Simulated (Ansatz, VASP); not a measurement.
# Two plane-wave programs on CoSi

```
Co Si
1.0
     4.44500    0.00000    0.00000
     0.00000    4.44500    0.00000
     0.00000    0.00000    4.44500
Co Si
4 4
Direct
  0.14400 0.14400 0.14400
  0.64400 0.35600 0.85600
  0.85600 0.64400 0.35600
  0.35600 0.85600 0.64400
  0.84300 0.84300 0.84300
  0.34300 0.65700 0.15700
  0.15700 0.34300 0.65700
  0.65700 0.15700 0.34300
```

Alike in both runs: task relaxation of cell and atoms; functional PBE; k mesh 8 × 8 × 8; occupations fermi-dirac, width 0.05 eV; no spin polarisation.

```csv
,VASP,Ansatz
version,VASP 6.6.1,Ansatz 0.2.0
potentials or method,"VASP PAW PBE potentials, release 64 (Co, Si)","scalar-relativistic, plane waves, PAW"
plane-wave cutoff (eV),600,420
valence electrons in the cell,52,84
```

```tsv
	VASP	Ansatz	Ansatz less VASP
relaxed volume (Å³/atom)	10.86	10.87	+0.009
relaxed length of the cell vector where the two differ most in proportion (Å)	4.430	4.431	+0.0013
```

VASP's potentials hold 52 valence electrons a cell and Ansatz's 84, so a difference there can come from the potentials and not from the codes.
